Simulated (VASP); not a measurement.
SbS2:

```
Sb S
1.0
     1.90533    1.10004    5.75458
    -1.90533    1.10004    5.75458
     0.00000   -2.20008    5.75458
Sb S
1 2
Direct
  0.00000 0.00000 0.00000
  0.75000 0.75000 0.75000
  0.25000 0.25000 0.25000
```

- Program: VASP 6.6.1
- Task: relaxation of cell and atoms
- Functional: PBE
- Potentials or basis: VASP PAW PBE potentials, release 64 (Sb, S)
- Cutoff: 600 eV
- k mesh: 6 × 6 × 6
- Occupations: gaussian, width 0.1 eV
- Spin: no spin polarisation

At the start: pressure 2.3 GPa; volume 24.12 Å³/atom.

Question: Where does the relaxation end?

Answer: Over 13 steps the energy falls by 32.3 meV/atom and the volume is 25.16 Å³/atom (+4.3 %); space group R-3m (No. 166, to 0.1 Å) before and after.

The path:
| step | energy change (eV) | largest force (eV/Å) | pressure (GPa) | volume (Å³) |
| --- | --- | --- | --- | --- |
| 1 | 0.0000 | 0.7013 | 2.29 | 72.37 |
| 2 | -0.0606 | 0.0850 | -1.92 | 76.02 |
| 3 | -0.0624 | 0.0260 | -1.38 | 75.49 |
| 4 | -0.0883 | 0.0726 | -0.60 | 74.18 |
| 5 | -0.0907 | 0.1114 | -0.28 | 73.68 |
| 6 | -0.0908 | 0.1147 | -0.25 | 73.64 |
| 7 | -0.0915 | 0.0157 | 0.29 | 73.26 |
| 8 | -0.0915 | 0.0372 | 0.17 | 73.34 |
| 9 | -0.0921 | 0.0323 | 0.14 | 73.52 |
| 10 | -0.0934 | 0.0167 | 0.06 | 74.04 |
| 11 | -0.0948 | 0.0139 | -0.08 | 75.10 |
| 12 | -0.0956 | 0.0084 | -0.04 | 75.20 |
| 13 | -0.0968 | 0.0072 | 0.09 | 75.48 |

Final structure:
```cif
data_structure
_symmetry_space_group_name_H-M 'P 1'
_symmetry_Int_Tables_number 1
_cell_length_a 6.6093
_cell_length_b 6.6093
_cell_length_c 6.6093
_cell_angle_alpha 32.826
_cell_angle_beta 32.826
_cell_angle_gamma 32.826
_cell_volume 75.48
loop_
_atom_site_label
_atom_site_type_symbol
_atom_site_fract_x
_atom_site_fract_y
_atom_site_fract_z
_atom_site_occupancy
Sb1 Sb 0.00000 0.00000 0.00000 1
S1 S 0.74958 0.74958 0.74958 1
S2 S 0.25042 0.25042 0.25042 1
```

Caveat: an odd number of electrons without spin polarisation forces a metal; a magnetic or distorted state may lie lower.
